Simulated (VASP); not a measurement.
A run of VASP 6.6.1 is set up as follows.

Contents of INCAR:

```
SYSTEM = BeCdS4
PREC = Accurate
ENCUT = 630
EDIFF = 1E-7
ISMEAR = 0
SIGMA = 0.02
LREAL = .FALSE.
LASPH = .TRUE.
NELM = 120
ALGO = Normal
ISIF = 3
LWAVE = .FALSE.
LCHARG = .FALSE.
GGA = PE
IBRION = 2
NSW = 100
EDIFFG = -0.01
GGA_COMPAT = .FALSE.
NELMIN = 4
```

File KPOINTS:

```
regular mesh
0
G
  6 6 4
  0 0 0
```

File POSCAR:

```
BeCdS4
1.0
    2.5431212981     -4.2190705543      0.0000000000
    2.5431212981      4.2190705543      0.0000000000
    0.0000000000      0.0000000000      6.3831414666
Be Cd S
1 1 4
Direct
    0.5000000000      0.5000000000      0.5000000000
    0.0000000000      0.0000000000      0.0000000000
    0.8170726580      0.5550317295      0.7387457957
    0.1829273420      0.4449682705      0.7387457957
    0.4449682705      0.1829273420      0.2612542043
    0.5550317295      0.8170726580      0.2612542043
```

Potentials or basis: VASP PAW PBE potentials, release 64 (Be, Cd_sv_GW, S).

Launch:

```sh
$ cat potpaw_PBE.64/Be/POTCAR potpaw_PBE.64/Cd_sv_GW/POTCAR potpaw_PBE.64/S/POTCAR > POTCAR
$ mpirun -np 1 vasp_std > vasp.out
```

Q: Predict the relaxed cell.

A: a = 4.906 Å, b = 4.906 Å, c = 6.428 Å, α = 90.00°, β = 90.00°, γ = 117.87°.

Q: Estimate the band gap on the k mesh.

A: 0.81 eV (least direct gap 1.00 eV).

Q: What does it give for the relaxed volume?

A: 22.79 Å³/atom.

Q: Predict the space group after relaxing (to 0.1 Å).

A: C222 (No. 21).

Forces on the atoms (eV/Å):
```
Be   0.000  0.000  0.000
Cd   0.000  0.000  0.000
S    0.006 -0.003 -0.005
S   -0.006  0.003 -0.005
S   -0.006 -0.003  0.005
S    0.006  0.003  0.005
```

A k mesh can miss the band edges.
